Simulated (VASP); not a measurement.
# TiB6: single point with PBE

The system is TiB6.

```
Ti B
1.0
     0.00000    3.12411    3.12411
     3.12411    0.00000    3.12411
     3.12411    3.12411    0.00000
Ti B
1 6
Direct
  0.50000 0.50000 0.50000
  0.03927 0.46073 0.46073
  0.46073 0.03927 0.03927
  0.46073 0.46073 0.03927
  0.03927 0.03927 0.46073
  0.03927 0.46073 0.03927
  0.46073 0.03927 0.46073
```

```
Program                : VASP 6.6.1
Task                   : single point
Functional             : PBE
Potentials or basis    : VASP PAW PBE potentials, release 64 (Ti_sv, B)
Cutoff                 : 520 eV
k mesh                 : 10 × 10 × 10
Occupations            : gaussian, width 0.1 eV
Spin                   : no spin polarisation
Dipole correction      : no
Further INCAR settings : ALGO = Normal; EDIFF = 1e-07; NBANDS = 24
```

```json
{"Pressure": "0.0 GPa", "Largest force": "0.011 eV/Å", "Band gap on the k mesh": "zero (band 15 reaches 6.84 eV, above the bottom of band 16 at 5.00 eV)"}
```

Forces in eV/Å, atoms in the order of the input:
```
Ti   0.000  0.000  0.000
B    0.011  0.000  0.000
B   -0.011  0.000  0.000
B    0.000  0.000  0.011
B    0.000  0.000 -0.011
B    0.000 -0.011  0.000
B    0.000  0.011  0.000
```

Levels at points of the mesh, in eV from the Fermi level:
```csv
k point,band 12,band 13,band 14,band 15,band 16,band 17,band 18,band 19
"(0.00, 0.00, 0.00)",-3.71,-1.47,-1.47,-1.37,-1.37,-1.37,5.12,5.12
"(0.50, 0.00, 0.00)",-3.80,-1.73,-1.73,0.24,0.93,0.93,3.71,3.71
"(0.50, 0.50, 0.00)",-2.44,-0.66,0.16,0.16,0.50,1.71,3.04,3.97
```

Wall time 56 s on 1 thread of Intel(R) Xeon(R) 6975P-C (Granite Rapids), on a shared host, peak memory 0.22 GiB.
